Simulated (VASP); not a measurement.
# SnSe (I4/mmm) in VASP: notebook, part 2 of 2

VASP 6.6.1. Earlier steps stand in the parts before.

## Step 4: Electric field gradients, LDA (zz strain of +3 %)

INCAR reads:

```
PREC = Accurate ; ENCUT = 520
EDIFF = 1E-8 ; ISMEAR = -1
SIGMA = 0.02 ; LREAL = F
LASPH = T ; NELM = 80
ALGO = Normal ; ISIF = 2
LWAVE = F ; LCHARG = F
LEFG = T ; NBANDS = 17
```

KPOINTS reads:

```
regular mesh
0
Gamma
  9 9 9
```

POSCAR reads:

```
SnSe
1.0
    0.0000000000      3.0100000000      3.1003000000
    3.0100000000      0.0000000000      3.1003000000
    3.0100000000      3.0100000000      0.0000000000
Sn Se
1 1
Direct
    0.0000000000      0.0000000000      0.0000000000
    0.5000000000      0.5000000000      0.5000000000
```

Potentials or basis: VASP PAW LDA potentials, release 64 (Sn_d, Se).

Launch:

```
cat potpaw_LDA.64/Sn_d/POTCAR potpaw_LDA.64/Se/POTCAR > POTCAR
mpirun -np 1 vasp_std > vasp.out
```

OUTCAR:

```text
PREC = Accurate
   ENCUT = 520
   EDIFF = 1E-8
   ISMEAR = -1
   LREAL = F
   LASPH = T
   NELM = 80
   ISIF = 2

 ion  position               nearest neighbor table
   1  0.000  0.000  0.000-   2 3.01   2 3.01   2 3.01   2 3.01   2 3.10   2 3.10
   2  0.500  0.500  0.500-   1 3.01   1 3.01   1 3.01   1 3.01   1 3.10   1 3.10

  LATTYP: Found a body centered tetragonal cell.
 ALAT       =     4.2567828227
 C/A-ratio  =     1.4566399692

  Lattice vectors:

 A1 = (  -3.0100000000,   0.0000000000,   3.1003000000)
 A2 = (   3.0100000000,   0.0000000000,   3.1003000000)
 A3 = (   0.0000000000,   3.0100000000,  -3.1003000000)

Analysis of symmetry for initial positions (statically):
=====================================================================
 Subroutine PRICEL returns:
 Original cell was already a primitive cell.

 Routine SETGRP: Setting up the symmetry group for a
 body centered tetragonal supercell.

 Subroutine GETGRP returns: Found 16 space group operations
 (whereof 16 operations were pure point group operations)
 out of a pool of 16 trial point group operations.

The static configuration has the point symmetry D_4h.

Analysis of symmetry for dynamics (positions and initial velocities):
=====================================================================
 Subroutine PRICEL returns:
 Original cell was already a primitive cell.

 Routine SETGRP: Setting up the symmetry group for a
 body centered tetragonal supercell.

 Subroutine GETGRP returns: Found 16 space group operations
 (whereof 16 operations were pure point group operations)
 out of a pool of 16 trial point group operations.

The dynamic configuration has the point symmetry D_4h.

 Subroutine INISYM returns: Found 16 space group operations
 (whereof 16 operations are pure point group operations),
 and found     1 'primitive' translations

----------------------------------------------------------------------------------------

                                     Primitive cell

  volume of cell :      56.1781

  direct lattice vectors                    reciprocal lattice vectors
     0.000000000  3.010000000  3.100300000    -0.166112957  0.166112957  0.161274715
     3.010000000  0.000000000  3.100300000     0.166112957 -0.166112957  0.161274715
     3.010000000  3.010000000  0.000000000     0.166112957  0.166112957 -0.161274715

  length of vectors
     4.321106350  4.321106350  4.256782823     0.284950106  0.284950106  0.284950106

  position of ions in fractional coordinates (direct lattice)
     0.000000000  0.000000000  0.000000000
     0.500000000  0.500000000  0.500000000

  ion indices of the primitive-cell ions
   primitive index   ion index
                 1           1
                 2           2

----------------------------------------------------------------------------------------

 KPOINTS: regular mesh

Automatic generation of k-mesh.
[... 71 lines left out ...]
   NFREE  =      0    steps in history (QN), initial steepest desc. (CG)
   ISIF   =      2    stress and relaxation
   ISYM   =      2    0-nonsym 1-usesym 2-fastsym
   POTIM  = 0.5000    time-step for ionic-motion
   TEBEG  =    0.0;   TEEND  =   0.0 temperature during run
   PSTRESS=    0.0 pullay stress
   NELECT =      20.0000    total number of electrons
   NUPDOWN=      -1.0000    fix difference up-down
   EMIN   =  10.00;   EMAX   =-10.00  energy-range for DOS
   EFERMI =   0.00;   METHOD = LEGACY
   ISMEAR =    -1;   SIGMA  =   0.02  broadening in eV -4-tet -1-fermi 0-gaus
   EFERMI_NEDOS =   21; number of points for ismear=-14 and -15
   IALGO  =     38    algorithm
   IMIX   =      4    mixing-type and parameters
     AMIX     =   0.40;   BMIX     =  1.00
     AMIX_MAG =   1.60;   BMIX_MAG =  1.00
  volume/ion in A,a.u.               =      28.09       189.55
  Fermi-wavevector in a.u.,A,eV,Ry     =   1.160279  2.192610 18.316821  1.346248
  Thomas-Fermi vector in A             =   2.296864
   LORBIT       =      0    0 simple, 1 ext, 2 COOP (PROOUT), +10 PAW based schemes
   GGA     = CA    functional components
   LHFCALC =     F    Hartree Fock is set to
   AEXX    =    0.0000 exact exchange contribution
   IVDW    =     0    specifies the selected vdW correction
   LEPSILON=     F    determine dielectric tensor
   LRPA    =     F    only Hartree local field effects (RPA)
 non-spin polarized calculation
  energy-cutoff  :      520.00
  volume of cell :       56.18
 maximum number of plane-waves:      1528
   NGX = 17   NGY = 17   NGZ = 15

 number of electron      19.9999997 magnetization

 Free energy of the ion-electron system (eV)
  ---------------------------------------------------
  ext. energy  EPLUGINS =         0.00000000
  ---------------------------------------------------
  free energy    TOTEN  =        -9.42123416 eV

  energy without entropy =       -9.42123410  energy(sigma->0) =       -9.42123413

 E-fermi :   5.2912     XC(G=0):  -9.7499

 val. band max:        5.0482846042   @ k =  -0.3333   0.1111   0.0000
 cond. band min:       5.5479786972   @ k =  -0.3333   0.0000   0.1111
 fundamental gap:      0.4996940930
 Fermi energy:         5.2911804734

 k-point     1 :       0.0000    0.0000    0.0000
  band No.  band energies     occupation
      1     -16.4110      2.00000
      2     -16.4059      2.00000
      3     -16.4059      2.00000
      4     -16.3969      2.00000
      5     -16.3969      2.00000
      6      -8.5769      2.00000
[... 457 lines left out ...]
      4     -16.3916      2.00000
      5     -16.3912      2.00000
      6      -7.5600      2.00000
[... 9 lines left out ...]
     16      16.4817      0.00000
     17      17.6874      0.00000

 [... further k-points ...]

------------------------ aborting loop because EDIFF is reached ----------------------------------------

  FORCE on cell =-STRESS in cart. coord.  units (eV):
  Direction    XX          YY          ZZ          XY          YZ          ZX
  --------------------------------------------------------------------------------------
  -------------------------------------------------------------------------------------
  Total       -1.2108745     -1.2108745     -2.1454775      0.0000000      0.0000000      0.0000000
  in kB      -34.5336906    -34.5336906    -61.1882230      0.0000000      0.0000000      0.0000000
  external PRESSURE =     -43.4185347 kB  Pullay stress =       0.0000000 kB

 VOLUME and BASIS-vectors are now :
 -----------------------------------------------------------------------------
  energy-cutoff  :      520.00
  volume of cell :       56.18
      direct lattice vectors                 reciprocal lattice vectors
     0.000000000  3.010000000  3.100300000    -0.166112957  0.166112957  0.161274715
     3.010000000  0.000000000  3.100300000     0.166112957 -0.166112957  0.161274715
     3.010000000  3.010000000  0.000000000     0.166112957  0.166112957 -0.161274715

 POSITION                                       TOTAL-FORCE (eV/Angst)
 -----------------------------------------------------------------------------------
      0.00000      0.00000      0.00000        -0.000000      0.000000     -0.000000
      3.01000      3.01000      3.10030         0.000000     -0.000000      0.000000
 -----------------------------------------------------------------------------------
    total drift:                                0.000000     -0.000000     -0.000000

  FREE ENERGIE OF THE ION-ELECTRON SYSTEM (eV)
  ---------------------------------------------------
  free  energy   TOTEN  =        -9.4212341633 eV

  energy  without entropy=       -9.4212340989  energy(sigma->0) =       -9.42123413

 Electric field gradients (V/A^2)
---------------------------------------------------------------------
 ion       V_xx      V_yy      V_zz      V_xy      V_xz      V_yz
---------------------------------------------------------------------
   1     -20.500   -20.500    41.000     0.001     0.000     0.000
   2      -1.754    -1.754     3.509    -0.000    -0.000    -0.000
---------------------------------------------------------------------

 Electric field gradients after diagonalization (V/A^2)
 (convention: |V_zz| > |V_xx| > |V_yy|)
----------------------------------------------------------------------
 ion       V_xx      V_yy      V_zz     asymmetry (V_yy - V_xx)/ V_zz
----------------------------------------------------------------------
   1     -20.501   -20.499    41.000       0.000
   2      -1.754    -1.754     3.509       0.000
----------------------------------------------------------------------

           NMR quadrupolar parameters

 Cq : quadrupolar parameter    Cq=e*Q*V_zz/h
 eta: asymmetry parameters     (V_yy - V_xx)/ V_zz
 Q  : nuclear electric quadrupole moment in mb (millibarn)
----------------------------------------------------------------------
 ion       Cq(MHz)       eta       Q (mb)
----------------------------------------------------------------------
   1       0.099       0.000       1.000
   2       0.008       0.000       1.000
----------------------------------------------------------------------
```

OSZICAR:

```text
N       E                     dE             d eps       ncg     rms          rms(c)
DAV:   1     0.132353406131E+03    0.13235E+03   -0.98234E+03  2594   0.143E+03
DAV:   2     0.349820051965E+01   -0.12886E+03   -0.12474E+03  2727   0.350E+02
DAV:   3    -0.928234156786E+01   -0.12781E+02   -0.12693E+02  3088   0.951E+01
DAV:   4    -0.962446093089E+01   -0.34212E+00   -0.34183E+00  3141   0.164E+01
DAV:   5    -0.963440611895E+01   -0.99452E-02   -0.99447E-02  3632   0.271E+00    0.301E+00
DAV:   6    -0.942886643614E+01    0.20554E+00   -0.53090E-01  3748   0.415E+00    0.176E+00
DAV:   7    -0.942300825482E+01    0.58582E-02   -0.70338E-02  3088   0.117E+00    0.891E-01
DAV:   8    -0.942148414245E+01    0.15241E-02   -0.76653E-03  3065   0.719E-01    0.104E-01
DAV:   9    -0.942122177653E+01    0.26237E-03   -0.15518E-03  3546   0.269E-01    0.448E-02
DAV:  10    -0.942123364236E+01   -0.11866E-04   -0.10646E-04  3089   0.592E-02    0.861E-03
DAV:  11    -0.942123418282E+01   -0.54046E-06   -0.46794E-06  3408   0.147E-02    0.274E-03
DAV:  12    -0.942123416376E+01    0.19058E-07   -0.36331E-07  3511   0.823E-03    0.891E-04
DAV:  13    -0.942123416329E+01    0.47203E-09   -0.50077E-08  3189   0.130E-03
   1 F= -.94212342E+01 E0= -.94212341E+01  d E =-.643835E-07
```

It took 50 s on 1 thread of Intel Xeon Platinum 8488C (Sapphire Rapids), shared host; peak memory 0.2 GiB.

What came out:

* Free energy: -9.4212 eV
* Pressure: -4.3 GPa
* Band gap on the k mesh: 0.50 eV, indirect (least direct gap 0.57 eV)

Stress tensor (GPa, compression positive):
```
-3.45  0.00  0.00
 0.00 -3.45  0.00
 0.00  0.00 -6.12
```

Electric field gradients, principal values (V/Å²):
```
atom    least   middle  greatest (by size)
1 Sn  -20.499  -20.501              41.000
2 Se   -1.754   -1.754               3.509
```

Caveat: the cell differs from its parent crystal (zz strain of +3 %); without QUAD_EFG the Cq values of the log hold for a quadrupole moment of 1 mb, not for the nuclei; spin-orbit coupling is left out, which moves the levels of the heavy elements.

## Step 5: Electric field gradients, LDA (equal xx and yy strain of +2 %)

INCAR reads:

```
SYSTEM = SnSe
ALGO = Normal
EDIFF = 1E-8
ENCUT = 520
ISIF = 2
ISMEAR = -1
LASPH = .True.
LCHARG = .False.
LEFG = .True.
LREAL = .False.
LWAVE = .False.
NBANDS = 17
NELM = 80
PREC = Accurate
SIGMA = 0.02
```

KPOINTS reads:

```
k-points
0
Gamma
  9 9 9
  0 0 0
```

POSCAR reads:

```
SnSe
1.0
    0.0000000000      3.0702000000      3.0100000000
    3.0702000000      0.0000000000      3.0100000000
    3.0702000000      3.0702000000      0.0000000000
Sn Se
1 1
Direct
    0.0000000000      0.0000000000      0.0000000000
    0.5000000000      0.5000000000      0.5000000000
```

Potentials or basis: VASP PAW LDA potentials, release 64 (Sn_d, Se).

Launch:

```
cat potpaw_LDA.64/Sn_d/POTCAR potpaw_LDA.64/Se/POTCAR > POTCAR
mpirun -np 1 vasp_std > vasp.out
```

OUTCAR:

```text
SYSTEM = SnSe
   EDIFF = 1E-8
   ENCUT = 520
   ISIF = 2
   ISMEAR = -1
   LASPH = .True.
   LREAL = .False.
   NELM = 80
   PREC = Accurate

 ion  position               nearest neighbor table
   1  0.000  0.000  0.000-   2 3.01   2 3.01   2 3.07   2 3.07   2 3.07   2 3.07
   2  0.500  0.500  0.500-   1 3.01   1 3.01   1 3.07   1 3.07   1 3.07   1 3.07

  LATTYP: Found a body centered tetragonal cell.
 ALAT       =     4.3419184792
 C/A-ratio  =     1.3864838847

  Lattice vectors:

 A1 = (   0.0000000000,  -3.0702000000,  -3.0100000000)
 A2 = (   0.0000000000,   3.0702000000,  -3.0100000000)
 A3 = (   3.0702000000,   0.0000000000,   3.0100000000)

Analysis of symmetry for initial positions (statically):
=====================================================================
 Subroutine PRICEL returns:
 Original cell was already a primitive cell.

 Routine SETGRP: Setting up the symmetry group for a
 body centered tetragonal supercell.

 Subroutine GETGRP returns: Found 16 space group operations
 (whereof 16 operations were pure point group operations)
 out of a pool of 16 trial point group operations.

The static configuration has the point symmetry D_4h.

Analysis of symmetry for dynamics (positions and initial velocities):
=====================================================================
 Subroutine PRICEL returns:
 Original cell was already a primitive cell.

 Routine SETGRP: Setting up the symmetry group for a
 body centered tetragonal supercell.

 Subroutine GETGRP returns: Found 16 space group operations
 (whereof 16 operations were pure point group operations)
 out of a pool of 16 trial point group operations.
[... 158 lines left out ...]
      2     -16.5199      2.00000
      3     -16.5137      2.00000
      4     -16.5137      2.00000
      5     -16.5118      2.00000
      6      -8.6193      2.00000
[... 457 lines left out ...]
      4     -16.4984      2.00000
      5     -16.4984      2.00000
      6      -7.5206      2.00000
[... 9 lines left out ...]
     16      16.1802      0.00000
     17      17.2209      0.00000

 [... further k-points ...]

------------------------ aborting loop because EDIFF is reached ----------------------------------------

  FORCE on cell =-STRESS in cart. coord.  units (eV):
  Direction    XX          YY          ZZ          XY          YZ          ZX
  --------------------------------------------------------------------------------------
  -------------------------------------------------------------------------------------
  Total       -1.9200589     -1.9200589     -1.2510028      0.0000000      0.0000000     -0.0000000
  in kB      -54.2119852    -54.2119852    -35.3214906      0.0000000      0.0000000     -0.0000000
  external PRESSURE =     -47.9151536 kB  Pullay stress =       0.0000000 kB

 VOLUME and BASIS-vectors are now :
 -----------------------------------------------------------------------------
  energy-cutoff  :      520.00
  volume of cell :       56.75
      direct lattice vectors                 reciprocal lattice vectors
     0.000000000  3.070200000  3.010000000    -0.162855840  0.162855840  0.166112957
     3.070200000  0.000000000  3.010000000     0.162855840 -0.162855840  0.166112957
     3.070200000  3.070200000  0.000000000     0.162855840  0.162855840 -0.166112957

 POSITION                                       TOTAL-FORCE (eV/Angst)
 -----------------------------------------------------------------------------------
      0.00000      0.00000      0.00000        -0.000000      0.000000     -0.000000
      3.07020      3.07020      3.01000         0.000000     -0.000000      0.000000
 -----------------------------------------------------------------------------------
    total drift:                                0.000000     -0.000000     -0.000000

  FREE ENERGIE OF THE ION-ELECTRON SYSTEM (eV)
  ---------------------------------------------------
  free  energy   TOTEN  =        -9.4099818088 eV

  energy  without entropy=       -9.4099817986  energy(sigma->0) =       -9.40998180

 Electric field gradients (V/A^2)
---------------------------------------------------------------------
 ion       V_xx      V_yy      V_zz      V_xy      V_xz      V_yz
---------------------------------------------------------------------
   1      13.991    13.991   -27.981    -0.000     0.000     0.000
   2       1.371     1.371    -2.742    -0.000    -0.000    -0.000
---------------------------------------------------------------------

 Electric field gradients after diagonalization (V/A^2)
 (convention: |V_zz| > |V_xx| > |V_yy|)
----------------------------------------------------------------------
 ion       V_xx      V_yy      V_zz     asymmetry (V_yy - V_xx)/ V_zz
----------------------------------------------------------------------
   1      13.991    13.990   -27.981       0.000
   2       1.371     1.371    -2.742       0.000
----------------------------------------------------------------------

           NMR quadrupolar parameters

 Cq : quadrupolar parameter    Cq=e*Q*V_zz/h
 eta: asymmetry parameters     (V_yy - V_xx)/ V_zz
 Q  : nuclear electric quadrupole moment in mb (millibarn)
----------------------------------------------------------------------
 ion       Cq(MHz)       eta       Q (mb)
----------------------------------------------------------------------
   1      -0.068       0.000       1.000
   2      -0.007       0.000       1.000
----------------------------------------------------------------------
```

stdout:

```text
POSCAR found type information on POSCAR SnSe
 POSCAR found :  2 types and       2 ions
 scaLAPACK will be used
 LDA part: xc-table for (Slater(with rela. corr.)+CA(PZ))
 , standard interpolation
 POSCAR, INCAR and KPOINTS ok, starting setup
 FFT: planning ... GRIDC
 FFT: planning ... GRID_SOFT
 FFT: planning ... GRID
 WAVECAR not read
 entering main loop
ion   1

ion   2
```

Run time: 53 s. Hardware: 1 thread of Intel Xeon Platinum 8488C (Sapphire Rapids), shared host; peak memory 0.2 GiB.

Results:

| Item | Value |
| --- | --- |
| Free energy | -9.4100 eV |
| Pressure | -4.8 GPa |
| Band gap on the k mesh | 0.59 eV, indirect (least direct gap 0.62 eV) |

Stress tensor (GPa, compression positive):
```
-5.42  0.00  0.00
 0.00 -5.42  0.00
 0.00  0.00 -3.53
```

Electric field gradients, principal values (V/Å²):
```csv
atom,least,middle,greatest (by size)
1 Sn,13.990,13.991,-27.981
2 Se,1.371,1.371,-2.742
```

Caveat: the cell differs from its parent crystal (equal xx and yy strain of +2 %); without QUAD_EFG the Cq values of the log hold for a quadrupole moment of 1 mb, not for the nuclei; spin-orbit coupling is left out, which moves the levels of the heavy elements. A k mesh can miss the band edges.

## Step 6: Summary

| cell | gap on the mesh (eV) | pressure (GPa) |
| --- | --- | --- |
| a = 4.278, b = 4.278, c = 4.299 Å, angles 59.8, 59.8, 60.3°, 2 atoms | 0.58 | -4.0 |
| a = 4.321, b = 4.321, c = 4.257 Å, angles 60.5, 60.5, 59.0°, 2 atoms | 0.50 | -4.3 |
| a = 4.300, b = 4.300, c = 4.342 Å, angles 59.7, 59.7, 60.7°, 2 atoms | 0.59 | -4.8 |

Alike in all rows: task electric field gradients; level LDA; potentials or basis VASP PAW LDA potentials, release 64 (Sn_d, Se); no spin polarisation; k mesh 9 × 9 × 9; cutoff (eV) 520; smearing fermi-dirac 0.02 eV.

Caveats: spin-orbit coupling is left out, which moves the levels of the heavy elements.

Total energies depend on the potentials used, so only differences within one code and one set of settings carry meaning.
